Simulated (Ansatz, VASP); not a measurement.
One calculation of LiF, two programs

```
CELL_PARAMETERS angstrom
0.00000 2.03414 2.01400
2.03414 0.00000 2.01400
2.03414 2.03414 0.00000
ATOMIC_POSITIONS crystal
Li 0.00000 0.00000 0.00000
F 0.50000 0.50000 0.50000
```

Change from the starting cell: equal xx and yy strain of +1 %, PAW files.

Alike in both runs: task electric field gradients; functional LDA; k mesh 10 × 10 × 10; occupations fermi-dirac, width 0.03 eV; no spin polarisation.

|  | VASP | Ansatz |
| --- | --- | --- |
| version | VASP 6.6.1 | Ansatz 0.2.0 |
| potentials or method | VASP PAW LDA potentials, release 64 (Li_sv, F) | PAW with Ansatz's default frozen-core files, scalar-relativistic |
| plane-wave cutoff (eV) | 520 | 420 |
| valence electrons in the cell | 10 | 10 |

|  | VASP | Ansatz | Ansatz less VASP |
| --- | --- | --- | --- |
| gap on the k mesh at the Fermi level (eV) | 8.65 | 8.66 | +0.011 |
| size of Vzz on the site where it differs most (V/Å²) | 0.0 | 0.1 | +0.08 |

LDA's correlation is that of Perdew and Zunger in VASP and of Perdew and Wang (1992) in Ansatz.

Noted on VASP's run: the cutoff is short for stress, so the pressure is rough.
